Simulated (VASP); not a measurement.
# Si (Fd-3m) in VASP: single point with LDA

Aim: the single point of Si with LDA.

All numbers are computed with VASP 6.6.1; they aren't measurements. Logs are shortened: lines on timing, memory, paths and dates and some standing lists are left out, and cuts for length are marked.

**1. The cell of the first run**

The structure is cubic, space group Fd-3m (No. 227). Conventional cell: a = 5.427 Å, b = 5.427 Å, c = 5.427 Å, α = 90.00°, β = 90.00°, γ = 90.00°. Si (site symmetry -43m) has 4 Si at 2.35 Å within 3.1 Å.

**2. Single point, LDA**

File INCAR:

```
SYSTEM = Si
PREC = Accurate ; ENCUT = 500
EDIFF = 1E-6 ; ISMEAR = 0
SIGMA = 0.01 ; LREAL = .FALSE.
LASPH = .TRUE. ; NELM = 120
ALGO = Normal ; ISIF = 2
LWAVE = .FALSE. ; LCHARG = .FALSE.
NBANDS = 46 ; GGA_COMPAT = .FALSE.
```

File KPOINTS:

```
Automatic mesh
0
G
  2 2 2
  0 0 0
```

File POSCAR:

```
Si
1.0
    7.6751060000      0.0000000000      0.0000000000
    3.8375530000      6.6468367727      0.0000000000
    3.8375530000      2.2156122576      6.2666978073
Si
16
Direct
    0.3750000000      0.3750000000      0.3750000000
    0.2500000000      0.2500000000      0.2500000000
    0.3750000000      0.3750000000      0.8750000000
    0.2500000000      0.2500000000      0.7500000000
    0.3750000000      0.8750000000      0.3750000000
    0.2500000000      0.7500000000      0.2500000000
    0.3750000000      0.8750000000      0.8750000000
    0.2500000000      0.7500000000      0.7500000000
    0.8750000000      0.3750000000      0.3750000000
    0.7500000000      0.2500000000      0.2500000000
    0.8750000000      0.3750000000      0.8750000000
    0.7500000000      0.2500000000      0.7500000000
    0.8750000000      0.8750000000      0.3750000000
    0.7500000000      0.7500000000      0.2500000000
    0.8750000000      0.8750000000      0.8750000000
    0.7500000000      0.7500000000      0.7500000000
```

Potentials or basis: VASP PAW LDA potentials, release 64 (Si).

Command:

```sh
$ cat potpaw_LDA.64/Si/POTCAR > POTCAR
$ mpirun -np 1 vasp_std > vasp.out
```

OUTCAR:

```text
SYSTEM = Si
   PREC = Accurate
   ENCUT = 500
   EDIFF = 1E-6
   ISMEAR = 0
   LREAL = .FALSE.
   LASPH = .TRUE.
   NELM = 120
   ISIF = 2

 ion  position               nearest neighbor table
   1  0.375  0.375  0.375-   6 2.35   2 2.35  10 2.35   4 2.35
   2  0.250  0.250  0.250-   5 2.35   1 2.35   9 2.35   3 2.35
   3  0.375  0.375  0.875-   8 2.35   4 2.35  12 2.35   2 2.35
   4  0.250  0.250  0.750-   7 2.35   3 2.35  11 2.35   1 2.35
   5  0.375  0.875  0.375-   2 2.35   6 2.35  14 2.35   8 2.35
   6  0.250  0.750  0.250-   1 2.35   5 2.35  13 2.35   7 2.35
[... 8 lines left out ...]
  15  0.875  0.875  0.875-  12 2.35   8 2.35  16 2.35  14 2.35
  16  0.750  0.750  0.750-  11 2.35   7 2.35  15 2.35  13 2.35

  LATTYP: Found a face centered cubic cell.
 ALAT       =    10.8542389978

  Lattice vectors:

 A1 = (   7.6751060000,   0.0000000000,   0.0000000000)
 A2 = (   3.8375530000,   6.6468367727,   0.0000000000)
 A3 = (   3.8375530000,   2.2156122576,   6.2666978073)

Analysis of symmetry for initial positions (statically):
=====================================================================
 Subroutine PRICEL returns following result:

  LATTYP: Found a face centered cubic cell.
 ALAT       =     5.4271194989

  Lattice vectors:

 A1 = (   3.8375530000,   0.0000000000,   0.0000000000)
 A2 = (   1.9187765000,   3.3234183864,   0.0000000000)
 A3 = (   1.9187765000,   1.1078061288,   3.1333489036)

   8 primitive cells build up your supercell.

 Routine SETGRP: Setting up the symmetry group for a
 face centered cubic supercell.

 Subroutine GETGRP returns: Found 48 space group operations
 (whereof 24 operations were pure point group operations)
 out of a pool of 48 trial point group operations.

The static configuration has the point symmetry T_d .
 The point group associated with its full space group is O_h .

Analysis of symmetry for dynamics (positions and initial velocities):
=====================================================================
 Subroutine PRICEL returns following result:

  LATTYP: Found a face centered cubic cell.
 ALAT       =     5.4271194989

  Lattice vectors:

 A1 = (   3.8375530000,   0.0000000000,   0.0000000000)
 A2 = (   1.9187765000,   3.3234183864,   0.0000000000)
 A3 = (   1.9187765000,   1.1078061288,   3.1333489036)

   8 primitive cells build up your supercell.

 Routine SETGRP: Setting up the symmetry group for a
 face centered cubic supercell.

 Subroutine GETGRP returns: Found 48 space group operations
 (whereof 24 operations were pure point group operations)
 out of a pool of 48 trial point group operations.

The dynamic configuration has the point symmetry T_d .
 The point group associated with its full space group is O_h .

 Subroutine INISYM returns: Found 48 space group operations
 (whereof 24 operations are pure point group operations),
 and found     8 'primitive' translations

----------------------------------------------------------------------------------------

                                     Primitive cell

  volume of cell :      39.9621

  direct lattice vectors                    reciprocal lattice vectors
     3.837553000  0.000000000  0.000000000     0.260582720 -0.150447504 -0.106382450
     1.918776500  3.323418386  0.000000000     0.000000000  0.300895007 -0.106382450
     1.918776500  1.107806129  3.133348904     0.000000000  0.000000000  0.319147350

  length of vectors
     3.837553000  3.837553000  3.837553000     0.319147350  0.319147350  0.319147350

  position of ions in fractional coordinates (direct lattice)
     0.750000000  0.750000000  0.750000000
     0.500000000  0.500000000  0.500000000

  ion indices of the primitive-cell ions
   primitive index   ion index
                 1           1
                 2           2

----------------------------------------------------------------------------------------

 KPOINTS: Automatic mesh

Automatic generation of k-mesh.
 Grid dimensions read from file:
 generate k-points for:    2    2    2

 Generating k-lattice:

  Cartesian coordinates                     Fractional coordinates (reciprocal lattice)
     0.065145680 -0.037611876 -0.026595613     0.500000000 -0.000000000 -0.000000000
     0.000000000  0.075223752 -0.026595613     0.000000000  0.500000000  0.000000000
     0.000000000  0.000000000  0.079786838     0.000000000  0.000000000  0.500000000

  Length of vectors
     0.079786838  0.079786838  0.079786838

  Shift w.r.t. Gamma in fractional coordinates (k-lattice)
     0.000000000  0.000000000  0.000000000

 Subroutine IBZKPT returns following result:
 ===========================================

 Found      3 irreducible k-points:

 Following reciprocal coordinates:
            Coordinates               Weight
  0.000000  0.000000  0.000000      1.000000
  0.500000  0.000000  0.000000      4.000000
  0.500000  0.500000 -0.000000      3.000000
   k-points           NKPTS =      3   k-points in BZ     NKDIM =      3   number of bands    NBANDS=     46
   number of dos      NEDOS =    301   number of ions     NIONS =     16
   total plane-waves  NPLWV = 175616
   dimension x,y,z NGX =    56 NGY =   56 NGZ =   56
   dimension x,y,z NGXF=   112 NGYF=  112 NGZF=  112
   ions per type =              16
   NGX,Y,Z   is equivalent  to a cutoff of  12.13, 12.13, 12.13 a.u.
   NGXF,Y,Z  is equivalent  to a cutoff of  24.26, 24.26, 24.26 a.u.
 SYSTEM =  Si
   PREC   = accura    normal or accurate (medium, high low for compatibility)
   ISTART =      0    job   : 0-new  1-cont  2-samecut
   ICHARG =      2    charge: 1-file 2-atom 10-const
   ISPIN  =      1    spin polarized calculation?
   LNONCOLLINEAR =      F non collinear calculations
   LSORBIT =      F    spin-orbit coupling
   LASPH  =      T    aspherical Exc in radial PAW
   ENCUT  =  500.0 eV  36.75 Ry    6.06 a.u.  13.99 13.99 13.99*2*pi/ulx,y,z
   NELM   =    120;   NELMIN=  2; NELMDL= -5     # of ELM steps
   EDIFF  = 0.1E-05   stopping-criterion for ELM
   LREAL  =      F    real-space projection
   EDIFFG = 0.1E-04   stopping-criterion for IOM
   NSW    =      0    number of steps for IOM
   IBRION =     -1    ionic relax: 0-MD 1-quasi-New 2-CG
   NFREE  =      0    steps in history (QN), initial steepest desc. (CG)
   ISIF   =      2    stress and relaxation
   ISYM   =      2    0-nonsym 1-usesym 2-fastsym
   POTIM  = 0.5000    time-step for ionic-motion
   TEBEG  =    0.0;   TEEND  =   0.0 temperature during run
   PSTRESS=    0.0 pullay stress
   NELECT =      64.0000    total number of electrons
   NUPDOWN=      -1.0000    fix difference up-down
   EMIN   =  10.00;   EMAX   =-10.00  energy-range for DOS
   EFERMI =   0.00;   METHOD = LEGACY
   ISMEAR =     0;   SIGMA  =   0.01  broadening in eV -4-tet -1-fermi 0-gaus
   EFERMI_NEDOS =   21; number of points for ismear=-14 and -15
   IALGO  =     38    algorithm
   IMIX   =      4    mixing-type and parameters
     AMIX     =   0.40;   BMIX     =  1.00
     AMIX_MAG =   1.60;   BMIX_MAG =  1.00
  volume/ion in A,a.u.               =      19.98       134.84
  Fermi-wavevector in a.u.,A,eV,Ry     =   0.957684  1.809760 12.478694  0.917158
  Thomas-Fermi vector in A             =   2.086724
   LORBIT       =      0    0 simple, 1 ext, 2 COOP (PROOUT), +10 PAW based schemes
   GGA     = CA    functional components
   LHFCALC =     F    Hartree Fock is set to
   AEXX    =    0.0000 exact exchange contribution
   IVDW    =     0    specifies the selected vdW correction
   LEPSILON=     F    determine dielectric tensor
   LRPA    =     F    only Hartree local field effects (RPA)
 non-spin polarized calculation
 Gauss-broadening in eV      SIGMA  =   0.01
  energy-cutoff  :      500.00
  volume of cell :      319.70
 maximum number of plane-waves:      8144
 NGX is ok and might be reduce to    56
   NGX = 27   NGY = 27   NGZ = 27

 number of electron      64.0000006 magnetization

 Free energy of the ion-electron system (eV)
  ---------------------------------------------------
  ext. energy  EPLUGINS =         0.00000000
  ---------------------------------------------------
  free energy    TOTEN  =       -93.75606387 eV

  energy without entropy =      -93.75606387  energy(sigma->0) =      -93.75606387

 E-fermi :   5.9003     XC(G=0):  -9.5977

 val. band max:        5.8357603750   @ k =   0.0000   0.0000   0.0000
 cond. band min:       6.4051179625   @ k =   0.0000   0.0000   0.0000
 fundamental gap:      0.5693575875
 Fermi energy:         5.9003303211

 k-point     1 :       0.0000    0.0000    0.0000
  band No.  band energies     occupation
      1      -6.1476      2.00000
      2      -3.7989      2.00000
      3      -3.7989      2.00000
      4      -3.7989      2.00000
      5      -3.7989      2.00000
      6      -1.9915      2.00000
[... 36 lines left out ...]
     43       8.3393      0.00000
     44       8.3393      0.00000

 k-point     2 :       0.5000    0.0000    0.0000
  band No.  band energies     occupation
      1      -5.3449      2.00000
      2      -5.3449      2.00000
      3      -3.4170      2.00000
      4      -3.4170      2.00000
      5      -3.4170      2.00000
      6      -3.4170      2.00000
[... 36 lines left out ...]
     43       9.2798      0.00000
     44       9.2798      0.00000

 k-point     3 :       0.5000    0.5000   -0.0000
  band No.  band energies     occupation
      1      -5.0623      2.00000
      2      -5.0623      2.00000
      3      -4.0949      2.00000
      4      -4.0949      2.00000
      5      -4.0949      2.00000
      6      -4.0949      2.00000
[... 36 lines left out ...]
     43       9.9933      0.00000
     44       9.9933      0.00000
 [bands above 44 left out]

------------------------ aborting loop because EDIFF is reached ----------------------------------------

  FORCE on cell =-STRESS in cart. coord.  units (eV):
  Direction    XX          YY          ZZ          XY          YZ          ZX
  --------------------------------------------------------------------------------------
  -------------------------------------------------------------------------------------
  Total       -1.3208889     -1.3208889     -1.3208889      0.0000000     -0.0000000      0.0000000
  in kB       -6.6197064     -6.6197064     -6.6197064      0.0000000     -0.0000000      0.0000000
  external PRESSURE =      -6.6197064 kB  Pullay stress =       0.0000000 kB

 VOLUME and BASIS-vectors are now :
 -----------------------------------------------------------------------------
  energy-cutoff  :      500.00
  volume of cell :      319.70
      direct lattice vectors                 reciprocal lattice vectors
     7.675106000  0.000000000  0.000000000     0.130291360 -0.075223752 -0.053191225
     3.837553000  6.646836773  0.000000000     0.000000000  0.150447504 -0.053191225
     3.837553000  2.215612258  6.266697807     0.000000000  0.000000000  0.159573675

 POSITION                                       TOTAL-FORCE (eV/Angst)
 -----------------------------------------------------------------------------------
      5.75633      3.32342      2.35001         0.000000     -0.000000     -0.000000
      3.83755      2.21561      1.56667        -0.000000      0.000000      0.000000
      7.67511      4.43122      5.48336         0.000000     -0.000000     -0.000000
      5.75633      3.32342      4.70002        -0.000000      0.000000      0.000000
      7.67511      6.64684      2.35001         0.000000     -0.000000      0.000000
      5.75633      5.53903      1.56667        -0.000000      0.000000     -0.000000
[... 8 lines left out ...]
     13.43144      7.75464      5.48336         0.000000     -0.000000     -0.000000
     11.51266      6.64684      4.70002        -0.000000      0.000000      0.000000
 -----------------------------------------------------------------------------------
    total drift:                               -0.000000     -0.000000     -0.000000

  FREE ENERGIE OF THE ION-ELECTRON SYSTEM (eV)
  ---------------------------------------------------
  free  energy   TOTEN  =       -93.7560638665 eV

  energy  without entropy=      -93.7560638665  energy(sigma->0) =      -93.75606387
```

Run time: 62 s. Hardware: 1 thread of Intel Xeon 6975P-C (Granite Rapids), shared host; peak memory 0.3 GiB.

Results:

* Free energy: -93.7561 eV
* Pressure: -0.7 GPa
* Band gap on the k mesh: 0.57 eV

Caveat: the k points lie up to 0.50 Å⁻¹ apart. A k mesh can miss the band edges.
